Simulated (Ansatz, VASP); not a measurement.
Co in VASP and in Ansatz

```xyz
2
Lattice="2.4956 0.0000 0.0000 -1.2478 2.1612 0.0000 0.0000 0.0000 4.0301" Properties=species:S:1:pos:R:3 pbc="T T T"
Co    0.0000    1.4408    1.0075
Co    1.2478    0.7204    3.0226
```

Alike in both runs: functional PBE; k mesh 17 × 17 × 10; occupations fermi-dirac, width 0.05 eV; collinear spin.

Ansatz relaxed the structure, and its values are those at the end. VASP's run is a single point on that final structure, the one shown.

|  | VASP | Ansatz |
| --- | --- | --- |
| version | VASP 6.6.1 | Ansatz 0.2.0 |
| potentials or method | VASP PAW PBE potentials, release 64 (Co) | PAW with Ansatz's default frozen-core files, scalar-relativistic |
| plane-wave cutoff (eV) | 520 | 420 |
| valence electrons in the cell | 18 | 34 |

Ansatz gave:

```
pressure (GPa)                                                : 0.0
net moment per atom (μB)                                      : 1.62
size of the moment on the site where the two differ most (μB) : 1.70
```

Q: Estimate VASP's values.

A: Pressure (GPa): -0.8; net moment per atom (μB): 1.61; size of the moment on the site where the two differ most (μB): 1.63.

Site moments also hang on the region over which each program counts them. With one functional, cell and mesh, what is left measures potentials, basis and numerics. VASP's potentials hold 18 valence electrons a cell and Ansatz's 34, so a difference there can come from the potentials and not from the codes.
